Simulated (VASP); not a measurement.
Here is a VASP 6.6.1 calculation.

File INCAR:

```
PREC = Accurate ; ENCUT = 600
EDIFF = 1E-6 ; ISMEAR = -1
SIGMA = 0.1 ; LREAL = False
LASPH = True ; NELM = 100
ALGO = Normal ; ISIF = 3
LWAVE = False ; LCHARG = False
GGA = RE ; IBRION = 2
NSW = 80 ; EDIFFG = -0.01
```

KPOINTS

```
Automatic mesh
0
Gamma
  9 9 12
```

File POSCAR:

```
Ir
1.0
    4.3081096287      0.0000000000      0.0000000000
   -2.1540548143      3.7309323807      0.0000000000
    0.0000000000      0.0000000000      2.6408712024
Ir
3
Direct
    0.0000000000      0.0000000000      0.0000000000
    0.3333333333      0.6666666667      0.5000000000
    0.6666666667      0.3333333333      0.5000000000
```

Potentials or basis: VASP PAW PBE potentials, release 64 (Ir).

Run with:

```sh
$ cat potpaw_PBE.64/Ir/POTCAR > POTCAR
$ mpirun -np 1 vasp_std > vasp.out
```

**Question.** Estimate the relaxed volume.

**Answer.** 15.13 Å³/atom.

**Question.** Estimate the relaxed cell.

**Answer.** a = 4.394 Å, b = 4.394 Å, c = 2.714 Å, α = 90.00°, β = 90.00°, γ = 120.00°.

**Question.** Predict the space group after relaxing (to 0.05 Å).

**Answer.** P6/mmm (No. 191).

Final structure:
```
Ir
1.0
     4.39409    0.00000    0.00000
    -2.19705    3.80540    0.00000
     0.00000    0.00000    2.71365
Ir
3
Cartesian
  0.0000 0.0000 0.0000
  0.0000 2.5369 1.3568
  2.1970 1.2685 1.3568
```

Caveat: the PAW data sets were made with another functional, which shifts forces and pressure a little.
